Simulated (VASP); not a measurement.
Pt, 1 atom in the cell. The structure is cubic, space group Fm-3m (No. 225). The conventional cell has a = 3.941 Å, b = 3.941 Å, c = 3.941 Å, α = 90.00°, β = 90.00°, γ = 90.00°. Within 3.7 Å of Pt (site symmetry m-3m) lie 12 Pt at 2.79 Å. 

- Program: VASP 6.6.1
- Task: single point
- Functional: r2SCAN
- Potentials or basis: VASP PAW PBE potentials, release 64 (Pt)
- Cutoff: 520 eV
- k mesh: 14 × 14 × 14
- Occupations: methfessel-paxton, width 0.03 eV
- Spin: no spin polarisation
- Dipole correction: no
- Further INCAR settings: ALGO = Normal; EDIFF = 1e-06; NBANDS = 11

Potentials or basis: VASP PAW PBE potentials, release 64 (Pt).

Launch:

```sh
$ cat potpaw_PBE.64/Pt/POTCAR > POTCAR
$ cp INCAR.step1 INCAR
$ mpirun -np 1 vasp_std > vasp.out
$ cp INCAR.step2 INCAR
$ mpirun -np 1 vasp_std > vasp.out
```

Hardware: 1 thread of AMD EPYC 9R45, with other jobs on the host.

Question: Estimate the wall time of this run.

Answer: It took 120 s on 1 thread of AMD EPYC 9R45, with other jobs on the host, peak memory 0.13 GiB. Counts: k points 104.
